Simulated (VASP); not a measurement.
# AgCl in VASP: a series of runs

Runs on AgCl. Level: r2SCAN. Tasks: single point.

All numbers are computed with VASP 6.6.1; they aren't measurements. Logs are shortened: lines on timing, memory, paths and dates and some standing lists are left out, and cuts for length are marked.

## (1) The cell of the first run

It takes space group I4/mmm (No. 139, tetragonal). Conventional cell: a = 3.922 Å, b = 3.922 Å, c = 5.877 Å, α = 90.00°, β = 90.00°, γ = 90.00°. Ag (site symmetry 4/mmm) has 6 Cl at 2.77 to 2.94 Å within 3.7 Å. Cl (site symmetry 4/mmm) has 6 Ag at 2.77 to 2.94 Å within 3.7 Å.

## (2) Single point, r2SCAN (uniaxial z strain +6.0%)

The input, POSCAR:

```
AgCl
1.0
    0.0000000000      2.7731838126      2.9387428863
    2.7731838126      0.0000000000      2.9387428863
    2.7731838126      2.7731838126      0.0000000000
Ag Cl
1 1
Direct
    0.0000000000      0.0000000000      0.0000000000
    0.5000000000      0.5000000000      0.5000000000
```

The input, INCAR.step1:

```
PREC = Accurate
ENCUT = 520
ISMEAR = 0
SIGMA = 0.01
LREAL = F
LASPH = T
NELM = 60
NBANDS = 16
GGA = PE
ALGO = Normal
EDIFF = 1E-4
LWAVE = T
LCHARG = F
```

The input, INCAR.step2:

```
PREC = Accurate
ENCUT = 520
EDIFF = 1E-7
ISMEAR = 0
SIGMA = 0.01
LREAL = F
LASPH = T
NELM = 60
ALGO = Normal
ISIF = 2
LWAVE = F
LCHARG = T
METAGGA = R2SCAN
LMIXTAU = T
LELF = T
LVHAR = T
NBANDS = 16
ISTART = 1
```

The input, KPOINTS:

```
Automatic mesh
0
Gamma
  8 8 8
```

Potentials or basis: VASP PAW PBE potentials, release 64 (Ag, Cl).

On the command line:

```bash
$ cat potpaw_PBE.64/Ag/POTCAR potpaw_PBE.64/Cl/POTCAR > POTCAR
$ cp INCAR.step1 INCAR
$ mpirun -np 1 vasp_std > vasp.out
$ cp INCAR.step2 INCAR
$ mpirun -np 1 vasp_std > vasp.out
```

OUTCAR:

```text
PREC = Accurate
   ENCUT = 520
   EDIFF = 1E-7
   ISMEAR = 0
   LREAL = F
   LASPH = T
   NELM = 60
   ISIF = 2
   METAGGA = R2SCAN
   ISTART = 1

 ion  position               nearest neighbor table
   1  0.000  0.000  0.000-   2 2.77   2 2.77   2 2.77   2 2.77   2 2.94   2 2.94
   2  0.500  0.500  0.500-   1 2.77   1 2.77   1 2.77   1 2.77   1 2.94   1 2.94

  LATTYP: Found a body centered tetragonal cell.
 ALAT       =     3.9218741587
 C/A-ratio  =     1.4986421121

  Lattice vectors:

 A1 = (  -2.7731838126,   0.0000000000,   2.9387428863)
 A2 = (   2.7731838126,   0.0000000000,   2.9387428863)
 A3 = (   0.0000000000,   2.7731838126,  -2.9387428863)

Analysis of symmetry for initial positions (statically):
=====================================================================
 Subroutine PRICEL returns:
 Original cell was already a primitive cell.

 Routine SETGRP: Setting up the symmetry group for a
 body centered tetragonal supercell.

 Subroutine GETGRP returns: Found 16 space group operations
 (whereof 16 operations were pure point group operations)
 out of a pool of 16 trial point group operations.

The static configuration has the point symmetry D_4h.

Analysis of symmetry for dynamics (positions and initial velocities):
=====================================================================
 Subroutine PRICEL returns:
 Original cell was already a primitive cell.

 Routine SETGRP: Setting up the symmetry group for a
 body centered tetragonal supercell.

 Subroutine GETGRP returns: Found 16 space group operations
 (whereof 16 operations were pure point group operations)
 out of a pool of 16 trial point group operations.

The dynamic configuration has the point symmetry D_4h.

 Subroutine INISYM returns: Found 16 space group operations
 (whereof 16 operations are pure point group operations),
 and found     1 'primitive' translations

----------------------------------------------------------------------------------------

                                     Primitive cell

  volume of cell :      45.2011

  direct lattice vectors                    reciprocal lattice vectors
     0.000000000  2.773183813  2.938742886    -0.180298182  0.180298182  0.170140778
     2.773183813  0.000000000  2.938742886     0.180298182 -0.180298182  0.170140778
[... 75 lines left out ...]
 SYSTEM =  unknown system
   PREC   = accura    normal or accurate (medium, high low for compatibility)
   ISTART =      1    job   : 0-new  1-cont  2-samecut
   ICHARG =      0    charge: 1-file 2-atom 10-const
   ISPIN  =      1    spin polarized calculation?
   LNONCOLLINEAR =      F non collinear calculations
   LSORBIT =      F    spin-orbit coupling
   LASPH  =      T    aspherical Exc in radial PAW
   ENCUT  =  520.0 eV  38.22 Ry    6.18 a.u.   7.51  7.51  7.29*2*pi/ulx,y,z
   NELM   =     60;   NELMIN=  2; NELMDL=  0     # of ELM steps
   EDIFF  = 0.1E-06   stopping-criterion for ELM
   LREAL  =      F    real-space projection
   EDIFFG = 0.1E-05   stopping-criterion for IOM
   NSW    =      0    number of steps for IOM
   IBRION =     -1    ionic relax: 0-MD 1-quasi-New 2-CG
   NFREE  =      0    steps in history (QN), initial steepest desc. (CG)
   ISIF   =      2    stress and relaxation
   ISYM   =      2    0-nonsym 1-usesym 2-fastsym
   POTIM  = 0.5000    time-step for ionic-motion
   TEBEG  =    0.0;   TEEND  =   0.0 temperature during run
   PSTRESS=    0.0 pullay stress
   NELECT =      18.0000    total number of electrons
   NUPDOWN=      -1.0000    fix difference up-down
   EMIN   =  10.00;   EMAX   =-10.00  energy-range for DOS
   EFERMI =   0.00;   METHOD = LEGACY
   ISMEAR =     0;   SIGMA  =   0.01  broadening in eV -4-tet -1-fermi 0-gaus
   EFERMI_NEDOS =   21; number of points for ismear=-14 and -15
   IALGO  =     38    algorithm
   IMIX   =      4    mixing-type and parameters
     AMIX     =   0.40;   BMIX     =  1.00
     AMIX_MAG =   1.60;   BMIX_MAG =  1.00
  volume/ion in A,a.u.               =      22.60       152.52
  Fermi-wavevector in a.u.,A,eV,Ry     =   1.204433  2.276049 19.737417  1.450659
  Thomas-Fermi vector in A             =   2.340158
   LORBIT       =      0    0 simple, 1 ext, 2 COOP (PROOUT), +10 PAW based schemes
   METAGGA = R2SCAN    functional components
   LHFCALC =     F    Hartree Fock is set to
   AEXX    =    0.0000 exact exchange contribution
   IVDW    =     0    specifies the selected vdW correction
   LEPSILON=     F    determine dielectric tensor
   LRPA    =     F    only Hartree local field effects (RPA)
 non-spin polarized calculation
 Gauss-broadening in eV      SIGMA  =   0.01
  energy-cutoff  :      520.00
  volume of cell :       45.20
 maximum number of plane-waves:      1236
   NGX = 15   NGY = 15   NGZ = 15

 number of electron      17.9999995 magnetization

 Free energy of the ion-electron system (eV)
  ---------------------------------------------------
  ext. energy  EPLUGINS =         0.00000000
  ---------------------------------------------------
  free energy    TOTEN  =       -28.61744390 eV

  energy without entropy =      -28.61744390  energy(sigma->0) =      -28.61744390

 E-fermi :   3.0862     XC(G=0): -10.1860

 val. band max:        3.0010526159   @ k =   0.5000   0.0000   0.0000
 cond. band min:       4.2688743907   @ k =   0.0000   0.0000   0.0000
 fundamental gap:      1.2678217748
 Fermi energy:         3.0862492832

 k-point     1 :       0.0000    0.0000    0.0000
  band No.  band energies     occupation
      1     -12.6269      2.00000
      2       0.5226      2.00000
      3       0.5520      2.00000
      4       0.5520      2.00000
      5       0.6330      2.00000
      6       0.6330      2.00000
[... 433 lines left out ...]
      3      -0.9313      2.00000
      4      -0.6541      2.00000
      5       0.7440      2.00000
      6       0.8898      2.00000
[... 8 lines left out ...]
     15      17.1040      0.00000
     16      17.5246      0.00000

 [... further k-points ...]
[... 5 lines left out ...]
  --------------------------------------------------------------------------------------
  -------------------------------------------------------------------------------------
  Total       -0.5947437     -0.5947437     -0.8192912      0.0000000     -0.0000000      0.0000000
  in kB      -21.0810158    -21.0810158    -29.0402254      0.0000000     -0.0000000      0.0000000
  external PRESSURE =     -23.7340857 kB  Pullay stress =       0.0000000 kB

 VOLUME and BASIS-vectors are now :
 -----------------------------------------------------------------------------
  energy-cutoff  :      520.00
  volume of cell :       45.20
      direct lattice vectors                 reciprocal lattice vectors
     0.000000000  2.773183813  2.938742886    -0.180298182  0.180298182  0.170140778
     2.773183813  0.000000000  2.938742886     0.180298182 -0.180298182  0.170140778
     2.773183813  2.773183813  0.000000000     0.180298182  0.180298182 -0.170140778

 POSITION                                       TOTAL-FORCE (eV/Angst)
 -----------------------------------------------------------------------------------
      0.00000      0.00000      0.00000        -0.000000      0.000000     -0.000000
      2.77318      2.77318      2.93874         0.000000     -0.000000      0.000000
 -----------------------------------------------------------------------------------
    total drift:                               -0.000000      0.000000      0.000000

  FREE ENERGIE OF THE ION-ELECTRON SYSTEM (eV)
  ---------------------------------------------------
  free  energy   TOTEN  =       -28.6174438999 eV

  energy  without entropy=      -28.6174438999  energy(sigma->0) =      -28.61744390
```

OUTCAR.step1:

```text
PREC = Accurate
   ENCUT = 520
   ISMEAR = 0
   LREAL = F
   LASPH = T
[... 677 lines left out ...]
 -----------------------------------------------------------------------------------
      0.00000      0.00000      0.00000         0.000000      0.000000     -0.000000
      2.77318      2.77318      2.93874         0.000000     -0.000000      0.000000
 -----------------------------------------------------------------------------------
    total drift:                               -0.000000      0.000000      0.000000

  FREE ENERGIE OF THE ION-ELECTRON SYSTEM (eV)
  ---------------------------------------------------
  free  energy   TOTEN  =        -5.3947486008 eV

  energy  without entropy=       -5.3947486007  energy(sigma->0) =       -5.39474860
```

OSZICAR.step1:

```text
N       E                     dE             d eps       ncg     rms          rms(c)
DAV:   1     0.100811602431E+03    0.10081E+03   -0.85486E+03  1912   0.101E+03
DAV:   2    -0.164744081610E+01   -0.10246E+03   -0.94477E+02  2352   0.221E+02
DAV:   3    -0.556423513147E+01   -0.39168E+01   -0.39066E+01  2384   0.454E+01
DAV:   4    -0.559222739043E+01   -0.27992E-01   -0.27990E-01  2440   0.419E+00
DAV:   5    -0.559261551849E+01   -0.38813E-03   -0.38812E-03  2368   0.484E-01    0.534E+00
DAV:   6    -0.539953016742E+01    0.19309E+00   -0.26270E-01  2432   0.650E+00    0.351E+00
DAV:   7    -0.539531288817E+01    0.42173E-02   -0.97471E-02  2216   0.209E+00    0.185E+00
DAV:   8    -0.539466488054E+01    0.64801E-03   -0.52099E-03  2336   0.733E-01    0.298E-01
DAV:   9    -0.539474860075E+01   -0.83720E-04   -0.51702E-04  2440   0.300E-01
   1 F= -.53947486E+01 E0= -.53947486E+01  d E =-.273858E-11
```

Wall time 2.6 min (1 thread of Intel Xeon Platinum 8375C at 2.90GHz (Ice Lake), shared host); peak memory 0.19 GiB.

What came out:

```yaml
Free_energy: -28.6174 eV
Pressure: -2.4 GPa
Band_gap_on_the_k_mesh: 1.27 eV, indirect (least direct gap 3.52 eV)
```

Levels at points of the mesh, in eV from the valence-band top:
| k point | band 7 | band 8 | band 9 | band 10 | band 11 | band 12 |
| --- | --- | --- | --- | --- | --- | --- |
| (0.00, 0.00, 0.00) | -2.36 | -2.36 | -2.29 | 1.27 | 11.08 | 11.25 |
| (0.50, 0.00, 0.00) | -1.79 | -0.37 | 0.00 | 4.66 | 6.70 | 7.94 |
| (0.50, 0.50, 0.00) | -2.00 | -2.00 | -1.93 | 2.88 | 8.46 | 8.48 |
| (0.50, 0.00, 0.50) | -2.02 | -1.96 | -1.90 | 2.83 | 8.13 | 9.04 |

Caveat: the cell differs from its parent crystal (uniaxial z strain +6.0%); the PAW data sets were made with another functional, which shifts forces and pressure a little. A k mesh can miss the band edges.

## (3) Single point, r2SCAN (epitaxial 111 strain -1.6%)

The input, POSCAR:

```
AgCl
1.0
    0.0732731998      2.8031953450      2.8031953450
    2.8031953450      0.0732731998      2.8031953450
    2.8031953450      2.8031953450      0.0732731998
Ag Cl
1 1
Direct
    0.0000000000      0.0000000000      0.0000000000
    0.5000000000      0.5000000000      0.5000000000
```

The input, INCAR.step1:

```
PREC = Accurate
ENCUT = 520
ISMEAR = 0
SIGMA = 0.01
LREAL = False
LASPH = True
NELM = 100
NBANDS = 16
GGA = PE
ALGO = Normal
EDIFF = 1E-4
LWAVE = True
LCHARG = False
```

The input, INCAR.step2:

```
PREC = Accurate
ENCUT = 520
EDIFF = 1E-7
ISMEAR = 0
SIGMA = 0.01
LREAL = False
LASPH = True
NELM = 100
ALGO = Normal
ISIF = 2
LWAVE = False
LCHARG = False
METAGGA = R2SCAN
LMIXTAU = True
NBANDS = 16
ISTART = 1
```

The input, KPOINTS:

```
regular mesh
0
Gamma
  8 8 8
```

Potentials or basis: VASP PAW PBE potentials, release 64 (Ag, Cl).

On the command line:

```bash
$ cat potpaw_PBE.64/Ag/POTCAR potpaw_PBE.64/Cl/POTCAR > POTCAR
$ cp INCAR.step1 INCAR
$ mpirun -np 1 vasp_std > vasp.out
$ cp INCAR.step2 INCAR
$ mpirun -np 1 vasp_std > vasp.out
```

OUTCAR:

```text
PREC = Accurate
   ENCUT = 520
   EDIFF = 1E-7
   ISMEAR = 0
   LREAL = False
   LASPH = True
   NELM = 100
   ISIF = 2
   METAGGA = R2SCAN
   ISTART = 1

 ion  position               nearest neighbor table
   1  0.000  0.000  0.000-   2 2.77   2 2.77   2 2.77   2 2.77   2 2.77   2 2.77
   2  0.500  0.500  0.500-   1 2.77   1 2.77   1 2.77   1 2.77   1 2.77   1 2.77

  LATTYP: Found a trigonal (rhomboedric) cell.
 ALAT       =     3.9649939781
 COS(alpha) =     0.5259594875

  Lattice vectors:

 A1 = (   0.0732731998,   2.8031953450,   2.8031953450)
 A2 = (   2.8031953450,   0.0732731998,   2.8031953450)
 A3 = (   2.8031953450,   2.8031953450,   0.0732731998)

Analysis of symmetry for initial positions (statically):
=====================================================================
 Subroutine PRICEL returns:
 Original cell was already a primitive cell.

 Routine SETGRP: Setting up the symmetry group for a
 trigonal (rhombohedral) supercell.

 Subroutine GETGRP returns: Found 12 space group operations
 (whereof 12 operations were pure point group operations)
 out of a pool of 12 trial point group operations.

The static configuration has the point symmetry D_3d.
[... 156 lines left out ...]
  ext. energy  EPLUGINS =         0.00000000
  ---------------------------------------------------
  free energy    TOTEN  =       -28.64136658 eV

  energy without entropy =      -28.64136658  energy(sigma->0) =      -28.64136658

 E-fermi :   3.8124     XC(G=0): -10.5512

 val. band max:        3.6700624475   @ k =   0.5000  -0.0000  -0.0000
 cond. band min:       5.0503318786   @ k =   0.0000   0.0000   0.0000
 fundamental gap:      1.3802694311
 Fermi energy:         3.8123640504

 k-point     1 :       0.0000    0.0000    0.0000
  band No.  band energies     occupation
      1     -12.2285      2.00000
      2       1.0390      2.00000
      3       1.1297      2.00000
      4       1.1760      2.00000
      5       1.1760      2.00000
      6       1.2232      2.00000
[... 433 lines left out ...]
      3      -0.4125      2.00000
      4      -0.1597      2.00000
      5       1.3780      2.00000
      6       1.4375      2.00000
[... 8 lines left out ...]
     15      17.7412      0.00000
     16      18.0801      0.00000

 [... further k-points ...]
[... 5 lines left out ...]
  --------------------------------------------------------------------------------------
  -------------------------------------------------------------------------------------
  Total        0.0640375      0.0640375      0.0640375     -0.0384683     -0.0384683     -0.0384683
  in kB        2.4239395      2.4239395      2.4239395     -1.4560956     -1.4560956     -1.4560956
  external PRESSURE =       2.4239395 kB  Pullay stress =       0.0000000 kB

 VOLUME and BASIS-vectors are now :
 -----------------------------------------------------------------------------
  energy-cutoff  :      520.00
  volume of cell :       42.33
      direct lattice vectors                 reciprocal lattice vectors
     0.073273200  2.803195345  2.803195345    -0.185518290  0.180792523  0.180792523
     2.803195345  0.073273200  2.803195345     0.180792523 -0.185518290  0.180792523
     2.803195345  2.803195345  0.073273200     0.180792523  0.180792523 -0.185518290

 POSITION                                       TOTAL-FORCE (eV/Angst)
 -----------------------------------------------------------------------------------
      0.00000      0.00000      0.00000         0.000000     -0.000000      0.000000
      2.83983      2.83983      2.83983        -0.000000      0.000000     -0.000000
 -----------------------------------------------------------------------------------
    total drift:                               -0.000000      0.000000      0.000000

  FREE ENERGIE OF THE ION-ELECTRON SYSTEM (eV)
  ---------------------------------------------------
  free  energy   TOTEN  =       -28.6413665758 eV

  energy  without entropy=      -28.6413665758  energy(sigma->0) =      -28.64136658
```

OUTCAR.step1:

```text
PREC = Accurate
   ENCUT = 520
   ISMEAR = 0
   LREAL = False
   LASPH = True
[... 679 lines left out ...]
      0.00000      0.00000      0.00000         0.000000      0.000000     -0.000000
      2.83983      2.83983      2.83983        -0.000000     -0.000000      0.000000
 -----------------------------------------------------------------------------------
    total drift:                               -0.000000      0.000000      0.000000

  FREE ENERGIE OF THE ION-ELECTRON SYSTEM (eV)
  ---------------------------------------------------
  free  energy   TOTEN  =        -5.3893585524 eV

  energy  without entropy=       -5.3893585524  energy(sigma->0) =       -5.38935855
```

OSZICAR.step1:

```text
N       E                     dE             d eps       ncg     rms          rms(c)
DAV:   1     0.101409878856E+03    0.10141E+03   -0.86376E+03  2096   0.102E+03
DAV:   2    -0.176214203086E+01   -0.10317E+03   -0.95437E+02  2608   0.223E+02
DAV:   3    -0.554525280217E+01   -0.37831E+01   -0.37762E+01  2608   0.448E+01
DAV:   4    -0.557217544910E+01   -0.26923E-01   -0.26921E-01  2552   0.404E+00
DAV:   5    -0.557254320202E+01   -0.36775E-03   -0.36775E-03  2608   0.464E-01    0.628E+00
DAV:   6    -0.539403541501E+01    0.17851E+00   -0.24535E-01  2680   0.646E+00    0.407E+00
DAV:   7    -0.539001643297E+01    0.40190E-02   -0.96808E-02  2512   0.207E+00    0.198E+00
DAV:   8    -0.538928658817E+01    0.72984E-03   -0.46309E-03  2512   0.703E-01    0.307E-01
DAV:   9    -0.538935855241E+01   -0.71964E-04   -0.50872E-04  2656   0.277E-01
   1 F= -.53893586E+01 E0= -.53893586E+01  d E =-.280252E-51
```

Wall time 2.5 min (1 thread of Intel Xeon Platinum 8375C at 2.90GHz (Ice Lake), shared host); peak memory 0.19 GiB.

Results:

```
Free energy            : -28.6414 eV
Pressure               : 0.2 GPa
Band gap on the k mesh : 1.38 eV, indirect (least direct gap 3.70 eV)
```

Caveat: the cell differs from its parent crystal (epitaxial 111 strain -1.6%); the PAW data sets were made with another functional, which shifts forces and pressure a little.
